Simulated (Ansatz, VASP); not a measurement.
# Mg3ZnC: VASP beside Ansatz

INCAR

```
  PREC = Accurate
  ENCUT = 520
  EDIFF = 1E-6
  ISMEAR = 1
  SIGMA = 0.1
  LREAL = F
  LASPH = T
  NELM = 60
  ALGO = Normal
  ISIF = 2
  LWAVE = F
  LCHARG = F
  GGA = PE
  NBANDS = 19
```

File KPOINTS:

```
Automatic mesh
0
Gamma
  8 8 8
```

Contents of POSCAR:

```
Mg3ZnC
1.0
    4.4069300000      0.0000000000      0.0000000000
    0.0000000000      4.4069300000      0.0000000000
    0.0000000000      0.0000000000      4.2967567500
Mg Zn C
3 1 1
Direct
    0.0000000000      0.5000000000      0.5000000000
    0.5000000000      0.5000000000      0.0000000000
    0.5000000000      0.0000000000      0.5000000000
    0.0000000000      0.0000000000      0.0000000000
    0.5000000000      0.5000000000      0.5000000000
```

Input for Ansatz:

```yaml
crystal:
  lattice:
    - [4.40693, 0.0, 0.0]
    - [0.0, 4.40693, 0.0]
    - [0.0, 0.0, 4.29675675]
  atoms:
    - { symbol: Mg, position: [0.0, 0.5, 0.5] }
    - { symbol: Mg, position: [0.5, 0.5, 0.0] }
    - { symbol: Mg, position: [0.5, 0.0, 0.5] }
    - { symbol: Zn, position: [0.0, 0.0, 0.0] }
    - { symbol: C, position: [0.5, 0.5, 0.5] }
basis:
  ecutwfc: 476.19925930478996
kpoints:
  mp_grid:
    grid: [8, 8, 8]
hamiltonian:
  xc: pbe
  pseudopotentials:
    kind: paw
scf:
  convergence:
    dr2_threshold: 1.0e-10
  occupations:
    method: methfessel_paxton
output:
  stress: true
```

Alike in both runs: task single point; functional PBE; k mesh 8 × 8 × 8; no spin polarisation.

|  | VASP | Ansatz |
| --- | --- | --- |
| version | VASP 6.6.1 | Ansatz 0.2.0 |
| potentials or method | VASP PAW PBE potentials, release 64 (Mg, Zn, C), cutoff 520 eV | plane waves, PAW |
| occupations | methfessel-paxton of order 1, width 0.1 eV | methfessel-paxton of order 1 |
| valence electrons in the cell | 22 | 46 |

VASP gave:

- pressure (GPa): 1.3
- traceless stress, the component that is largest in VASP (GPa): 1.53

**Question.** What did Ansatz give for the same quantities?

**Answer.** Pressure (GPa): 1.4; traceless stress, the component that is largest in VASP (GPa): 1.52.

VASP's potentials hold 22 valence electrons a cell and Ansatz's 46, so a difference there can come from the potentials and not from the codes.
